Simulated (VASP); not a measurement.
# CdTe (I-4m2) in VASP: single point with HSE06

Aim: the single point of CdTe with HSE06.

Program: VASP 6.6.1. These are calculated values, not measurements. Logs are shortened: lines on timing, memory, paths and dates and some standing lists are left out, and cuts for length are marked.

## 1. The cell of the first run

Symmetry: I-4m2, No. 119, tetragonal system. Conventional cell: a = 4.456 Å, b = 4.456 Å, c = 6.739 Å, α = 90.00°, β = 90.00°, γ = 90.00°. Within 3.7 Å of Cd (site symmetry -4m2) lie 4 Te at 2.79 Å. Te (site symmetry -4m2) has 4 Cd at 2.79 Å within 3.7 Å.

## 2. Single point, HSE06

Input file POSCAR:

```
CdTe
1.0
    0.0000000000      3.1511616752      3.3693021237
    3.1511616752      0.0000000000      3.3693021237
    3.1511616752      3.1511616752      0.0000000000
Cd Te
1 1
Direct
    0.0000000000      0.0000000000      0.0000000000
    0.2500000000      0.2500000000      0.2500000000
```

Input file INCAR.step1:

```
SYSTEM = CdTe
PREC     = Accurate       ! precision mode
ENCUT    = 400            ! plane-wave cutoff, eV
EDIFF    = 1E-5           ! SCF threshold, eV
ISMEAR   = 0              ! smearing method
SIGMA    = 0.01           ! smearing width, eV
LREAL    = .FALSE.        ! projectors in reciprocal space
LASPH    = .TRUE.         ! aspherical terms in the spheres
NELM     = 120            ! most SCF steps
ALGO     = Normal         ! electronic algorithm
ISIF     = 2              ! what is computed and relaxed
LWAVE    = .TRUE.         ! write WAVECAR
NBANDS   = 16             ! bands
GGA      = PE             ! functional
GGA_COMPAT= .FALSE.
```

Input file INCAR.step2:

```
SYSTEM = CdTe
PREC     = Accurate       ! precision mode
ENCUT    = 400            ! plane-wave cutoff, eV
EDIFF    = 1E-6           ! SCF threshold, eV
ISMEAR   = 0              ! smearing method
SIGMA    = 0.01           ! smearing width, eV
LREAL    = .FALSE.        ! projectors in reciprocal space
LASPH    = .TRUE.         ! aspherical terms in the spheres
NELM     = 120            ! most SCF steps
ALGO     = Normal         ! electronic algorithm
ISIF     = 2              ! what is computed and relaxed
LWAVE    = .FALSE.        ! write WAVECAR
LCHARG   = .TRUE.         ! write CHGCAR
GGA      = PE             ! functional
LHFCALC  = .TRUE.         ! exact exchange
HFSCREEN = 0.2079         ! screening, 1/A
PRECFOCK = Normal       
LELF     = .TRUE.         ! ELF
LVHAR    = .TRUE.       
NBANDS   = 16             ! bands
ISTART   = 1            
GGA_COMPAT= .FALSE.
```

Input file KPOINTS:

```
Automatic mesh
0
G
  4 4 4
  0 0 0
```

Potentials or basis: VASP PAW PBE potentials, release 64 (Cd, Te).

Run with:

```
$ cat potpaw_PBE.64/Cd/POTCAR potpaw_PBE.64/Te/POTCAR > POTCAR
$ cp INCAR.step1 INCAR
$ mpirun -np 1 vasp_std > vasp.out
$ cp INCAR.step2 INCAR
$ mpirun -np 1 vasp_std > vasp.out
```

OUTCAR:

```text
SYSTEM = CdTe
   PREC = Accurate
   ENCUT = 400
   EDIFF = 1E-6
   ISMEAR = 0
   LREAL = .FALSE.
   LASPH = .TRUE.
   NELM = 120
   ISIF = 2
   GGA = PE
   LHFCALC = .TRUE.
   HFSCREEN = 0.2079
   PRECFOCK = Normal
   ISTART = 1

 ion  position               nearest neighbor table
   1  0.000  0.000  0.000-   2 2.79   2 2.79   2 2.79   2 2.79
   2  0.250  0.250  0.250-   1 2.79   1 2.79   1 2.79   1 2.79

  LATTYP: Found a body centered tetragonal cell.
 ALAT       =     4.4564155783
 C/A-ratio  =     1.5121130714

  Lattice vectors:

 A1 = (  -3.1511616752,   0.0000000000,   3.3693021237)
 A2 = (   3.1511616752,   0.0000000000,   3.3693021237)
 A3 = (   0.0000000000,   3.1511616752,  -3.3693021237)

Analysis of symmetry for initial positions (statically):
=====================================================================
 Subroutine PRICEL returns:
 Original cell was already a primitive cell.

 Routine SETGRP: Setting up the symmetry group for a
 body centered tetragonal supercell.

 Subroutine GETGRP returns: Found  8 space group operations
 (whereof  8 operations were pure point group operations)
 out of a pool of 16 trial point group operations.

The static configuration has the point symmetry D_2d.

Analysis of symmetry for dynamics (positions and initial velocities):
=====================================================================
 Subroutine PRICEL returns:
 Original cell was already a primitive cell.

 Routine SETGRP: Setting up the symmetry group for a
 body centered tetragonal supercell.

 Subroutine GETGRP returns: Found  8 space group operations
 (whereof  8 operations were pure point group operations)
 out of a pool of 16 trial point group operations.

The dynamic configuration has the point symmetry D_2d.

 Subroutine INISYM returns: Found  8 space group operations
 (whereof  8 operations are pure point group operations),
 and found     1 'primitive' translations

----------------------------------------------------------------------------------------

                                     Primitive cell

  volume of cell :      66.9131

  direct lattice vectors                    reciprocal lattice vectors
     0.000000000  3.151161675  3.369302124    -0.158671643  0.158671643  0.148398684
     3.151161675  0.000000000  3.369302124     0.158671643 -0.158671643  0.148398684
     3.151161675  3.151161675  0.000000000     0.158671643  0.158671643 -0.148398684

  length of vectors
     4.613243621  4.613243621  4.456415578     0.269027043  0.269027043  0.269027043

  position of ions in fractional coordinates (direct lattice)
     0.000000000  0.000000000  0.000000000
     0.250000000  0.250000000  0.250000000

  ion indices of the primitive-cell ions
   primitive index   ion index
                 1           1
                 2           2

----------------------------------------------------------------------------------------

 KPOINTS: Automatic mesh

Automatic generation of k-mesh.
 Grid dimensions read from file:
 generate k-points for:    4    4    4

 Generating k-lattice:

  Cartesian coordinates                     Fractional coordinates (reciprocal lattice)
    -0.039667911  0.039667911  0.037099671     0.250000000  0.000000000  0.000000000
     0.039667911 -0.039667911  0.037099671     0.000000000  0.250000000  0.000000000
     0.039667911  0.039667911 -0.037099671     0.000000000  0.000000000  0.250000000

  Length of vectors
     0.067256761  0.067256761  0.067256761

  Shift w.r.t. Gamma in fractional coordinates (k-lattice)
     0.000000000  0.000000000  0.000000000

 Subroutine IBZKPT returns following result:
 ===========================================

 Found     13 irreducible k-points:

 Following reciprocal coordinates:
            Coordinates               Weight
  0.000000  0.000000  0.000000      1.000000
  0.250000  0.000000  0.000000      8.000000
  0.500000  0.000000  0.000000      4.000000
  0.250000  0.250000  0.000000      2.000000
  0.500000  0.250000  0.000000      8.000000
 -0.250000  0.250000  0.000000      4.000000
  0.500000  0.500000  0.000000      1.000000
  0.250000  0.000000  0.250000      4.000000
  0.500000  0.000000  0.250000     16.000000
 -0.250000  0.000000  0.250000      8.000000
 -0.250000  0.500000  0.250000      4.000000
  0.500000  0.000000  0.500000      2.000000
 -0.250000  0.250000  0.500000      2.000000
   k-points           NKPTS =     13   k-points in BZ     NKDIM =     64   number of bands    NBANDS=     16
   number of dos      NEDOS =    301   number of ions     NIONS =      2
   total plane-waves  NPLWV =  27000
   dimension x,y,z NGX =    30 NGY =   30 NGZ =   30
   dimension x,y,z NGXF=    60 NGYF=   60 NGZF=   60
   ions per type =               1   1
   NGX,Y,Z   is equivalent  to a cutoff of  10.81, 10.81, 11.19 a.u.
   NGXF,Y,Z  is equivalent  to a cutoff of  21.62, 21.62, 22.38 a.u.
 SYSTEM =  CdTe
   PREC   = accura    normal or accurate (medium, high low for compatibility)
   ISTART =      1    job   : 0-new  1-cont  2-samecut
   ICHARG =      0    charge: 1-file 2-atom 10-const
   ISPIN  =      1    spin polarized calculation?
   LNONCOLLINEAR =      F non collinear calculations
   LSORBIT =      F    spin-orbit coupling
   LASPH  =      T    aspherical Exc in radial PAW
   ENCUT  =  400.0 eV  29.40 Ry    5.42 a.u.   7.52  7.52  7.27*2*pi/ulx,y,z
   NELM   =    120;   NELMIN=  2; NELMDL=  0     # of ELM steps
   EDIFF  = 0.1E-05   stopping-criterion for ELM
   LREAL  =      F    real-space projection
   EDIFFG = 0.1E-04   stopping-criterion for IOM
   NSW    =      0    number of steps for IOM
   IBRION =     -1    ionic relax: 0-MD 1-quasi-New 2-CG
   NFREE  =      0    steps in history (QN), initial steepest desc. (CG)
   ISIF   =      2    stress and relaxation
   ISYM   =      3    0-nonsym 1-usesym 2-fastsym
   POTIM  = 0.5000    time-step for ionic-motion
   TEBEG  =    0.0;   TEEND  =   0.0 temperature during run
   PSTRESS=    0.0 pullay stress
   NELECT =      18.0000    total number of electrons
   NUPDOWN=      -1.0000    fix difference up-down
   EMIN   =  10.00;   EMAX   =-10.00  energy-range for DOS
   EFERMI =   0.00;   METHOD = LEGACY
   ISMEAR =     0;   SIGMA  =   0.01  broadening in eV -4-tet -1-fermi 0-gaus
   EFERMI_NEDOS =   21; number of points for ismear=-14 and -15
   IALGO  =     38    algorithm
   IMIX   =      1    mixing-type and parameters
     AMIX     =   0.40;   BMIX     =  1.00
     AMIX_MAG =   1.60;   BMIX_MAG =  1.00
  volume/ion in A,a.u.               =      33.46       225.78
  Fermi-wavevector in a.u.,A,eV,Ry     =   1.056806  1.997074 15.195513  1.116839
  Thomas-Fermi vector in A             =   2.192055
   LORBIT       =      0    0 simple, 1 ext, 2 COOP (PROOUT), +10 PAW based schemes
   GGA     = PE    functional components
   LHFCALC =     T    Hartree Fock is set to
   PRECFOCK=normal    Normal, Fast or Accurate (Low or Medium for compatibility)
   ENCUT4O =  -1.0   cutoff for four orbital integrals eV
   NKREDX  =     1    reduce k-point grid by
   NKREDY  =     1    reduce k-point grid by
   NKREDZ  =     1    reduce k-point grid by
   AEXX    =    0.2500 exact exchange contribution
   HFSCREEN=    0.2079 screening length (either q_TF or 0.3 A-1)
   HFSCREENC=   0.2079 screening length for correlation (either q_TF or 0.3 A-1)
   ENCUTFOCK=  -1.0 apply spherical cutoff to Coloumb kernel
   IVDW    =     0    specifies the selected vdW correction
   LEPSILON=     F    determine dielectric tensor
   LRPA    =     F    only Hartree local field effects (RPA)
 non-spin polarized calculation
 Gauss-broadening in eV      SIGMA  =   0.01
  energy-cutoff  :      400.00
  volume of cell :       66.91
 maximum number of plane-waves:      1227
  NGX = 24; NGY = 24; NGZ = 24

 number of electron      18.0000012 magnetization

 Free energy of the ion-electron system (eV)
  ---------------------------------------------------
  ext. energy  EPLUGINS =         0.00000000
  ---------------------------------------------------
  free energy    TOTEN  =        -5.94669646 eV

  energy without entropy =       -5.94669646  energy(sigma->0) =       -5.94669646

 E-fermi :   2.1340     XC(G=0):  -7.2213

 val. band max:        2.0863400938   @ k =   0.0000   0.0000   0.0000
 cond. band min:       3.6001317669   @ k =   0.0000   0.0000   0.0000
 fundamental gap:      1.5137916731
 Fermi energy:         2.1339620904

 k-point     1 :       0.0000    0.0000    0.0000
  band No.  band energies     occupation
      1     -10.2250      2.00000
      2      -7.6583      2.00000
      3      -7.6407      2.00000
      4      -7.6407      2.00000
      5      -7.3751      2.00000
      6      -7.3701      2.00000
[... 8 lines left out ...]
     15      11.7830      0.00000
     16      12.4171      0.00000

 k-point     2 :       0.2500    0.0000    0.0000
  band No.  band energies     occupation
      1     -10.0116      2.00000
      2      -7.6170      2.00000
      3      -7.6032      2.00000
      4      -7.4172      2.00000
      5      -7.3752      2.00000
      6      -7.3567      2.00000
[... 8 lines left out ...]
     15      11.5377      0.00000
     16      11.5974      0.00000

 k-point     3 :       0.5000    0.0000    0.0000
  band No.  band energies     occupation
      1      -9.8159      2.00000
      2      -7.5901      2.00000
      3      -7.5723      2.00000
      4      -7.3728      2.00000
      5      -7.3597      2.00000
      6      -6.9104      2.00000
[... 8 lines left out ...]
     15      13.2695      0.00000
     16      13.6244      0.00000

 k-point     4 :       0.2500    0.2500    0.0000
  band No.  band energies     occupation
      1      -9.9594      2.00000
      2      -7.5634      2.00000
      3      -7.5634      2.00000
      4      -7.4420      2.00000
      5      -7.3590      2.00000
      6      -7.3573      2.00000
[... 8 lines left out ...]
     15      13.3647      0.00000
     16      13.5731      0.00000
[... 115 lines left out ...]
 k-point    11 :      -0.2500    0.5000    0.2500
  band No.  band energies     occupation
      1      -9.7083      2.00000
      2      -7.5207      2.00000
      3      -7.5131      2.00000
      4      -7.4056      2.00000
      5      -7.3709      2.00000
      6      -6.6510      2.00000
[... 8 lines left out ...]
     15      13.9802      0.00000
     16      14.2733      0.00000

 k-point    12 :       0.5000    0.0000    0.5000
  band No.  band energies     occupation
      1      -9.6925      2.00000
      2      -7.5032      2.00000
      3      -7.4831      2.00000
      4      -7.4599      2.00000
      5      -7.3422      2.00000
      6      -6.6724      2.00000
[... 8 lines left out ...]
     15      13.4860      0.00000
     16      14.5387      0.00000

 k-point    13 :      -0.2500    0.2500    0.5000
  band No.  band energies     occupation
      1      -9.6936      2.00000
      2      -7.5418      2.00000
      3      -7.4965      2.00000
      4      -7.4082      2.00000
      5      -7.3746      2.00000
      6      -6.6003      2.00000
[... 8 lines left out ...]
     15      14.8159      0.00000
     16      14.9545      0.00000

------------------------ aborting loop because EDIFF is reached ----------------------------------------

  FORCE on cell =-STRESS in cart. coord.  units (eV):
  Direction    XX          YY          ZZ          XY          YZ          ZX
  --------------------------------------------------------------------------------------
  -------------------------------------------------------------------------------------
  Total        1.1081091      1.1081091      0.5680725      0.0000000      0.0000000      0.0000000
  in kB       26.5327195     26.5327195     13.6020089      0.0000000      0.0000000      0.0000000
  external PRESSURE =      22.2224826 kB  Pullay stress =       0.0000000 kB

 VOLUME and BASIS-vectors are now :
 -----------------------------------------------------------------------------
  energy-cutoff  :      400.00
  volume of cell :       66.91
      direct lattice vectors                 reciprocal lattice vectors
     0.000000000  3.151161675  3.369302124    -0.158671643  0.158671643  0.148398684
     3.151161675  0.000000000  3.369302124     0.158671643 -0.158671643  0.148398684
     3.151161675  3.151161675  0.000000000     0.158671643  0.158671643 -0.148398684

 POSITION                                       TOTAL-FORCE (eV/Angst)
 -----------------------------------------------------------------------------------
      0.00000      0.00000      0.00000        -0.000000     -0.000000      0.000000
      1.57558      1.57558      1.68465         0.000000      0.000000      0.000000
 -----------------------------------------------------------------------------------
    total drift:                                0.000006     -0.000001      0.000002

  FREE ENERGIE OF THE ION-ELECTRON SYSTEM (eV)
  ---------------------------------------------------
  free  energy   TOTEN  =        -5.9466964569 eV

  energy  without entropy=       -5.9466964569  energy(sigma->0) =       -5.94669646
```

It took 10 min on 1 thread of AMD EPYC 7R13 (Zen 3), shared host; peak memory 0.25 GiB.

Results:

```yaml
Free_energy: -5.9467 eV
Pressure: 2.2 GPa
Band_gap_on_the_k_mesh: 1.51 eV
```

Levels at points of the mesh, in eV from the valence-band top:
| k point | band 6 | band 7 | band 8 | band 9 | band 10 | band 11 | band 12 | band 13 |
| --- | --- | --- | --- | --- | --- | --- | --- | --- |
| (0.00, 0.00, 0.00) | -9.46 | -0.27 | 0.00 | 0.00 | 1.51 | 5.40 | 5.40 | 5.40 |
| (0.50, 0.00, 0.00) | -9.00 | -4.92 | -1.12 | -0.75 | 2.51 | 5.81 | 6.20 | 7.94 |
| (0.50, 0.50, 0.00) | -8.90 | -5.00 | -1.92 | -1.92 | 3.34 | 3.74 | 9.64 | 10.39 |
| (0.50, 0.00, 0.50) | -8.76 | -4.65 | -2.30 | -2.17 | 3.06 | 3.21 | 9.96 | 10.11 |

Caveat: the k points lie up to 0.42 Å⁻¹ apart; the PAW data sets were made with another functional, which shifts forces and pressure a little; spin-orbit coupling is left out, which moves the levels of the heavy elements.
